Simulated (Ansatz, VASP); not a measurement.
# BiTe: VASP beside Ansatz

```
Bi Te
1.0
     0.00000    3.18648    3.28353
     3.18648    0.00000    3.28353
     3.18648    3.18648    0.00000
Bi Te
1 1
Direct
  0.00000 0.00000 0.00000
  0.50000 0.50000 0.50000
```

Change from the starting cell: strain -0.015 along x and y, +0.015 along z, atoms carried along.

Alike in both runs: task single point; functional PBEsol; k mesh 14 × 14 × 14; occupations gaussian, width 0.15 eV; no spin polarisation.

|  | VASP | Ansatz |
| --- | --- | --- |
| version | VASP 6.6.1 | Ansatz 0.2.0 |
| potentials or method | VASP PAW PBE potentials, release 64 (Bi_d, Te), cutoff 520 eV | scalar-relativistic, plane waves, PAW |
| valence electrons in the cell | 21 | 31 |

|  | VASP | Ansatz | Ansatz less VASP |
| --- | --- | --- | --- |
| gap on the k mesh at the Fermi level (eV) | none | none | - |
| pressure (GPa) | -0.9 | -0.9 | +0.02 |
| traceless stress, the component that is largest in VASP (GPa) | -1.60 | -1.60 | +0.002 |

VASP's potentials were made for PBE, not for PBEsol. A gap of «none» marks a metal or a gap that the smearing closes. VASP's potentials hold 21 valence electrons a cell and Ansatz's 31, so a difference there can come from the potentials and not from the codes.

Neither program's run includes spin-orbit coupling.
